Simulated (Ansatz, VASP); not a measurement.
**Mn: VASP beside Ansatz**

INCAR

```
ALGO = Normal
EDIFF = 1E-8
ENCUT = 520
GGA = PE
ISIF = 2
ISMEAR = -1
ISPIN = 2
LASPH = True
LCHARG = False
LEFG = True
LMAXMIX = 4
LORBIT = 11
LREAL = False
LWAVE = False
MAGMOM = 4
NBANDS = 16
NELM = 150
PREC = Accurate
SIGMA = 0.03
```

The input KPOINTS:

```
k-points
0
Gamma
  20 20 20
```

The input POSCAR:

```
Mn
1.0
   -1.4211204114      1.4211204114      1.4211204114
    1.4211204114     -1.4211204114      1.4211204114
    1.4211204114      1.4211204114     -1.4211204114
Mn
1
Direct
    0.0000000000      0.0000000000      0.0000000000
```

Input for Ansatz:

```yaml
crystal:
  lattice:
    - [-1.4211204114, 1.4211204114, 1.4211204114]
    - [1.4211204114, -1.4211204114, 1.4211204114]
    - [1.4211204114, 1.4211204114, -1.4211204114]
  atoms:
    - { symbol: Mn, position: [0.0, 0.0, 0.0], spin: 4.0 }
magnetization:
  spin_polarized: true
kpoints:
  mp_grid: { grid: [20, 20, 20] }
scf:
  occupations: { method: fermi_dirac, width: 0.03 }
hamiltonian:
  xc: pbe
  pseudopotentials: { kind: all_electron, datasets: crystal }
output:
  forces: true
  stress: true
  eigenvalues: true
  efg: { contact_densities: true }
```

Change from the starting cell: volume scaled by 1.05, crystal datasets.

Alike in both runs: task electric field gradients; functional PBE; k mesh 20 × 20 × 20; occupations fermi-dirac, width 0.03 eV; collinear spin.

```csv
,VASP,Ansatz
version,VASP 6.6.1,Ansatz 0.2.0
potentials or method,"VASP PAW PBE potentials, release 64 (Mn_pv), cutoff 520 eV","all-electron PAW with datasets made for the crystal, scalar-relativistic"
```

Ansatz gave:

```
pressure (GPa)                                                : -10.7
net moment per atom (μB)                                      : 0.96
size of the moment on the site where the two differ most (μB) : 0.96
```

What did VASP give for the same quantities?

Pressure (GPa): -10.7; net moment per atom (μB): 0.96; size of the moment on the site where the two differ most (μB): 0.97.

Site moments also hang on the region over which each program counts them. Ansatz ran all-electron here, and VASP with PAW potentials. Ansatz's warnings: printed levels off.
